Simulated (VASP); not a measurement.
# Ru (P6_3/mmc) in VASP: single point with PBE

Aim: the single point of Ru with PBE.

Everything below comes from runs of VASP 6.6.1. Logs are shortened: lines on timing, memory, paths and dates and some standing lists are left out, and cuts for length are marked.

### Step 1. The cell of the first run

The structure is hexagonal, space group P6_3/mmc (No. 194). Conventional cell: a = 2.701 Å, b = 2.701 Å, c = 4.365 Å, α = 90.00°, β = 90.00°, γ = 120.00°. Ru (site symmetry -6m2) has 12 Ru at 2.68 to 2.70 Å within 3.5 Å.

### Step 2. Single point, PBE

INCAR

```
SYSTEM = Ru
PREC     = Accurate       ! precision mode
ENCUT    = 500            ! plane-wave cutoff, eV
EDIFF    = 1E-6           ! SCF threshold, eV
ISMEAR   = 0              ! smearing method
SIGMA    = 0.1            ! smearing width, eV
LREAL    = .False.        ! projectors in reciprocal space
LASPH    = .True.         ! aspherical terms in the spheres
NELM     = 120            ! most SCF steps
ALGO     = Normal         ! electronic algorithm
ISIF     = 2              ! what is computed and relaxed
LWAVE    = .False.        ! write WAVECAR
LCHARG   = .False.        ! write CHGCAR
GGA      = PE             ! functional
NBANDS   = 21             ! bands
GGA_COMPAT= .False.
```

KPOINTS

```
regular mesh
0
Gamma
  9 9 4
  0 0 0
```

POSCAR

```
Ru
1.0
    2.7013330710      0.0000000000      0.0000000000
   -1.3506665355      2.3394230636      0.0000000000
    0.0000000000      0.0000000000      4.3652670701
Ru
2
Direct
    0.3333333333      0.6666666667      0.2500000000
    0.6666666667      0.3333333333      0.7500000000
```

Potentials or basis: VASP PAW PBE potentials, release 64 (Ru_pv).

Command:

```
> cat potpaw_PBE.64/Ru_pv/POTCAR > POTCAR
> mpirun -np 1 vasp_std > vasp.out
```

OUTCAR:

```text
SYSTEM = Ru
   PREC = Accurate
   ENCUT = 500
   EDIFF = 1E-6
   ISMEAR = 0
   LREAL = .False.
   LASPH = .True.
   NELM = 120
   ISIF = 2
   GGA = PE

 ion  position               nearest neighbor table
   1  0.333  0.667  0.250-   2 2.68   2 2.68   2 2.68   2 2.68   2 2.68   2 2.68
   2  0.667  0.333  0.750-   1 2.68   1 2.68   1 2.68   1 2.68   1 2.68   1 2.68

  LATTYP: Found a hexagonal cell.
 ALAT       =     2.7013330710
 C/A-ratio  =     1.6159677298

  Lattice vectors:

 A1 = (   2.7013330710,   0.0000000000,   0.0000000000)
 A2 = (  -1.3506665355,   2.3394230636,   0.0000000000)
 A3 = (   0.0000000000,   0.0000000000,   4.3652670701)

Analysis of symmetry for initial positions (statically):
=====================================================================
 Subroutine PRICEL returns:
 Original cell was already a primitive cell.

 Routine SETGRP: Setting up the symmetry group for a
 hexagonal supercell.

 Subroutine GETGRP returns: Found 24 space group operations
 (whereof 12 operations were pure point group operations)
 out of a pool of 24 trial point group operations.

The static configuration has the point symmetry D_3d.
 The point group associated with its full space group is D_6h.

Analysis of symmetry for dynamics (positions and initial velocities):
=====================================================================
 Subroutine PRICEL returns:
 Original cell was already a primitive cell.

 Routine SETGRP: Setting up the symmetry group for a
 hexagonal supercell.

 Subroutine GETGRP returns: Found 24 space group operations
 (whereof 12 operations were pure point group operations)
 out of a pool of 24 trial point group operations.

The dynamic configuration has the point symmetry D_3d.
 The point group associated with its full space group is D_6h.

 Subroutine INISYM returns: Found 24 space group operations
 (whereof 12 operations are pure point group operations),
 and found     1 'primitive' translations

----------------------------------------------------------------------------------------

                                     Primitive cell

  volume of cell :      27.5866

  direct lattice vectors                    reciprocal lattice vectors
     2.701333071  0.000000000  0.000000000     0.370187598  0.213727909  0.000000000
    -1.350666536  2.339423064  0.000000000     0.000000000  0.427455818  0.000000000
     0.000000000  0.000000000  4.365267070     0.000000000  0.000000000  0.229081058

  length of vectors
     2.701333071  2.701333071  4.365267070     0.427455818  0.427455818  0.229081058

  position of ions in fractional coordinates (direct lattice)
     0.333333333  0.666666667  0.250000000
     0.666666667  0.333333333  0.750000000

  ion indices of the primitive-cell ions
   primitive index   ion index
                 1           1
                 2           2

----------------------------------------------------------------------------------------

 KPOINTS: regular mesh

Automatic generation of k-mesh.
 Grid dimensions read from file:
 generate k-points for:    9    9    4

 Generating k-lattice:

  Cartesian coordinates                     Fractional coordinates (reciprocal lattice)
     0.041131955  0.023747545  0.000000000     0.111111111  0.000000000  0.000000000
     0.000000000  0.047495091  0.000000000     0.000000000  0.111111111  0.000000000
     0.000000000  0.000000000  0.057270265     0.000000000  0.000000000  0.250000000

  Length of vectors
     0.047495091  0.047495091  0.057270265

  Shift w.r.t. Gamma in fractional coordinates (k-lattice)
     0.000000000  0.000000000  0.000000000

 Subroutine IBZKPT returns following result:
 ===========================================

 Found     36 irreducible k-points:

 Following reciprocal coordinates:
            Coordinates               Weight
  0.000000  0.000000  0.000000      1.000000
  0.111111 -0.000000  0.000000      6.000000
  0.222222  0.000000  0.000000      6.000000
  0.333333 -0.000000  0.000000      6.000000
  0.444444  0.000000  0.000000      6.000000
  0.111111  0.111111  0.000000      6.000000
[... 16 lines left out ...]
  0.333333  0.222222  0.250000     24.000000
  0.333333  0.333333  0.250000      4.000000
 [... further k-points ...]
   k-points           NKPTS =     36   k-points in BZ     NKDIM =     36   number of bands    NBANDS=     21
   number of dos      NEDOS =    301   number of ions     NIONS =      2
   total plane-waves  NPLWV =  12800
   dimension x,y,z NGX =    20 NGY =   20 NGZ =   32
   dimension x,y,z NGXF=    40 NGYF=   40 NGZF=   64
   ions per type =               2
   NGX,Y,Z   is equivalent  to a cutoff of  12.31, 12.31, 12.19 a.u.
   NGXF,Y,Z  is equivalent  to a cutoff of  24.62, 24.62, 24.37 a.u.
 SYSTEM =  Ru
   PREC   = accura    normal or accurate (medium, high low for compatibility)
   ISTART =      0    job   : 0-new  1-cont  2-samecut
   ICHARG =      2    charge: 1-file 2-atom 10-const
   ISPIN  =      1    spin polarized calculation?
   LNONCOLLINEAR =      F non collinear calculations
   LSORBIT =      F    spin-orbit coupling
   LASPH  =      T    aspherical Exc in radial PAW
   ENCUT  =  500.0 eV  36.75 Ry    6.06 a.u.   4.93  4.93  7.96*2*pi/ulx,y,z
   NELM   =    120;   NELMIN=  2; NELMDL= -5     # of ELM steps
   EDIFF  = 0.1E-05   stopping-criterion for ELM
   LREAL  =      F    real-space projection
   EDIFFG = 0.1E-04   stopping-criterion for IOM
   NSW    =      0    number of steps for IOM
   IBRION =     -1    ionic relax: 0-MD 1-quasi-New 2-CG
   NFREE  =      0    steps in history (QN), initial steepest desc. (CG)
   ISIF   =      2    stress and relaxation
   ISYM   =      2    0-nonsym 1-usesym 2-fastsym
   POTIM  = 0.5000    time-step for ionic-motion
   TEBEG  =    0.0;   TEEND  =   0.0 temperature during run
   PSTRESS=    0.0 pullay stress
   NELECT =      28.0000    total number of electrons
   NUPDOWN=      -1.0000    fix difference up-down
   EMIN   =  10.00;   EMAX   =-10.00  energy-range for DOS
   EFERMI =   0.00;   METHOD = LEGACY
   ISMEAR =     0;   SIGMA  =   0.10  broadening in eV -4-tet -1-fermi 0-gaus
   EFERMI_NEDOS =   21; number of points for ismear=-14 and -15
   IALGO  =     38    algorithm
   IMIX   =      4    mixing-type and parameters
     AMIX     =   0.40;   BMIX     =  1.00
     AMIX_MAG =   1.60;   BMIX_MAG =  1.00
  volume/ion in A,a.u.               =      13.79        93.08
  Fermi-wavevector in a.u.,A,eV,Ry     =   1.645236  3.109046 36.828281  2.706802
  Thomas-Fermi vector in A             =   2.735067
   LORBIT       =      0    0 simple, 1 ext, 2 COOP (PROOUT), +10 PAW based schemes
   GGA     = PE    functional components
   LHFCALC =     F    Hartree Fock is set to
   AEXX    =    0.0000 exact exchange contribution
   IVDW    =     0    specifies the selected vdW correction
   LEPSILON=     F    determine dielectric tensor
   LRPA    =     F    only Hartree local field effects (RPA)
 non-spin polarized calculation
 Gauss-broadening in eV      SIGMA  =   0.10
  energy-cutoff  :      500.00
  volume of cell :       27.59
 maximum number of plane-waves:       732
 NGX is ok and might be reduce to    20
   NGX =  9   NGY =  9   NGZ = 15

 number of electron      28.0000013 magnetization

 Free energy of the ion-electron system (eV)
  ---------------------------------------------------
  ext. energy  EPLUGINS =         0.00000000
  ---------------------------------------------------
  free energy    TOTEN  =       -18.44537395 eV

  energy without entropy =      -18.43345032  energy(sigma->0) =      -18.43941213

 E-fermi :  12.7203     XC(G=0): -14.0226

 val. band max:       12.6707941867   @ k =   0.3333  -0.0000   0.2500
 cond. band min:      12.7212048937   @ k =   0.3333   0.2222   0.2500
 fundamental gap:      0.0504107070
 Fermi energy:        12.7203183782

 k-point     1 :       0.0000    0.0000    0.0000
  band No.  band energies     occupation
      1     -31.0118      2.00000
      2     -30.1192      2.00000
      3     -30.1192      2.00000
      4     -29.9762      2.00000
      5     -29.9745      2.00000
      6     -29.9745      2.00000
[... 13 lines left out ...]
     20      22.9931      0.00000
     21      22.9990      0.00000

 k-point     2 :       0.1111   -0.0000    0.0000
  band No.  band energies     occupation
      1     -30.9726      2.00000
      2     -30.2081      2.00000
      3     -30.1477      2.00000
      4     -30.0661      2.00000
      5     -29.9924      2.00000
      6     -29.9880      2.00000
[... 13 lines left out ...]
     20      22.9931      0.00000
     21      22.9983      0.00000

 k-point     3 :       0.2222    0.0000    0.0000
  band No.  band energies     occupation
      1     -30.8649      2.00000
      2     -30.4328      2.00000
      3     -30.2908      2.00000
      4     -30.2168      2.00000
      5     -30.0419      2.00000
      6     -30.0247      2.00000
[... 13 lines left out ...]
     20      22.9930      0.00000
     21      22.9967      0.00000

 k-point     4 :       0.3333   -0.0000    0.0000
  band No.  band energies     occupation
      1     -30.7173      2.00000
      2     -30.6875      2.00000
      3     -30.5347      2.00000
      4     -30.2917      2.00000
      5     -30.1228      2.00000
      6     -30.0691      2.00000
[... 13 lines left out ...]
     20      22.9923      0.00000
     21      22.9937      0.00000

 k-point     5 :       0.4444    0.0000    0.0000
  band No.  band energies     occupation
      1     -30.8527      2.00000
      2     -30.6882      2.00000
      3     -30.5862      2.00000
      4     -30.3391      2.00000
      5     -30.2101      2.00000
      6     -30.0990      2.00000
[... 13 lines left out ...]
     20      22.9927      0.00000
     21      23.2811      0.00000
[... 382 lines left out ...]
     20      22.9898      0.00000
     21      23.3572      0.00000

 k-point    22 :       0.2222    0.2222    0.2500
  band No.  band energies     occupation
      1     -30.7819      2.00000
      2     -30.7035      2.00000
      3     -30.4170      2.00000
      4     -30.4004      2.00000
      5     -30.2334      2.00000
      6     -30.1312      2.00000
[... 13 lines left out ...]
     20      22.9926      0.00000
     21      24.4863      0.00000

 k-point    23 :       0.3333    0.2222    0.2500
  band No.  band energies     occupation
      1     -30.8151      2.00000
      2     -30.7369      2.00000
      3     -30.5356      2.00000
      4     -30.3787      2.00000
      5     -30.2936      2.00000
      6     -30.1794      2.00000
[... 13 lines left out ...]
     20      22.9906      0.00000
     21      23.0882      0.00000

 k-point    24 :       0.3333    0.3333    0.2500
  band No.  band energies     occupation
      1     -30.7087      2.00000
      2     -30.7087      2.00000
      3     -30.6788      2.00000
      4     -30.4559      2.00000
      5     -30.2427      2.00000
      6     -30.2427      2.00000
[... 13 lines left out ...]
     20      22.9927      0.00000
     21      22.9927      0.00000

 [... further k-points ...]

------------------------ aborting loop because EDIFF is reached ----------------------------------------

  FORCE on cell =-STRESS in cart. coord.  units (eV):
  Direction    XX          YY          ZZ          XY          YZ          ZX
  --------------------------------------------------------------------------------------
  -------------------------------------------------------------------------------------
  Total        0.5358555      0.5358555     -1.3996806     -0.0000000      0.0000000     -0.0000000
  in kB       31.1215036     31.1215036    -81.2908734     -0.0000000      0.0000000     -0.0000000
  external PRESSURE =      -6.3492887 kB  Pullay stress =       0.0000000 kB

 VOLUME and BASIS-vectors are now :
 -----------------------------------------------------------------------------
  energy-cutoff  :      500.00
  volume of cell :       27.59
      direct lattice vectors                 reciprocal lattice vectors
     2.701333071  0.000000000  0.000000000     0.370187598  0.213727909  0.000000000
    -1.350666536  2.339423064  0.000000000     0.000000000  0.427455818  0.000000000
     0.000000000  0.000000000  4.365267070     0.000000000  0.000000000  0.229081058

 POSITION                                       TOTAL-FORCE (eV/Angst)
 -----------------------------------------------------------------------------------
     -0.00000      1.55962      1.09132        -0.000000      0.000000      0.000000
      1.35067      0.77981      3.27395         0.000000     -0.000000      0.000000
 -----------------------------------------------------------------------------------
    total drift:                               -0.000000      0.000000     -0.000000

  FREE ENERGIE OF THE ION-ELECTRON SYSTEM (eV)
  ---------------------------------------------------
  free  energy   TOTEN  =       -18.4453739474 eV

  energy  without entropy=      -18.4334503193  energy(sigma->0) =      -18.43941213
```

Run time: 22 s. Hardware: 1 thread of AMD EPYC 7R43 (Zen 3), shared host; peak memory 0.11 GiB.

Results:

| Item | Value |
| --- | --- |
| Free energy | -18.4454 eV |
| Pressure | -0.6 GPa |
| Band gap on the k mesh | zero (bands 14 and 15 overlap by 2.91 eV) |

Stress tensor (GPa, compression positive):
```
 3.11  0.00  0.00
 0.00  3.11  0.00
 0.00  0.00 -8.13
```

Caveat: the stress differs along the axes, from -8 to 3 GPa.

The gap in the log of VASP goes by the Fermi energy; the results here count the filled bands.